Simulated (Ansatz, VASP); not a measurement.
**Two plane-wave programs on Cu**

```xyz
2
Lattice="1.2148 -3.9598 0.0000 1.2148 3.9598 0.0000 0.0000 0.0000 2.4677" Properties=species:S:1:pos:R:3 pbc="T T T"
Cu    1.3824    2.9660    0.6958
Cu    1.0472   -2.9660    1.7720
```

Change from the starting cell: all atoms moved at random, sigma 0.15 Å a component.

Alike in both runs: task single point; functional PBEsol; k mesh 14 × 14 × 14; occupations gaussian, width 0.15 eV; no spin polarisation.

```csv
,VASP,Ansatz
version,VASP 6.6.1,Ansatz 0.2.0
potentials or method,"VASP PAW PBE potentials, release 64 (Cu), cutoff 520 eV","scalar-relativistic, plane waves, PAW"
valence electrons in the cell,22,38
```

```tsv
	VASP	Ansatz	Ansatz less VASP
gap on the k mesh at the Fermi level (eV)	none	none	-
pressure (GPa)	1.1	1.6	+0.49
traceless stress, the component that is largest in VASP (GPa)	-8.46	-8.43	+0.029
rms of the force components (eV/Å)	0.521	0.519	-0.0018
```

VASP's potentials were made for PBE, not for PBEsol. Atom by atom the forces differ by 0.002 eV/Å (rms over components). A gap of «none» marks a metal or a gap that the smearing closes. With one functional, cell and mesh, what is left measures potentials, basis and numerics. VASP's potentials hold 22 valence electrons a cell and Ansatz's 38, so a difference there can come from the potentials and not from the codes.
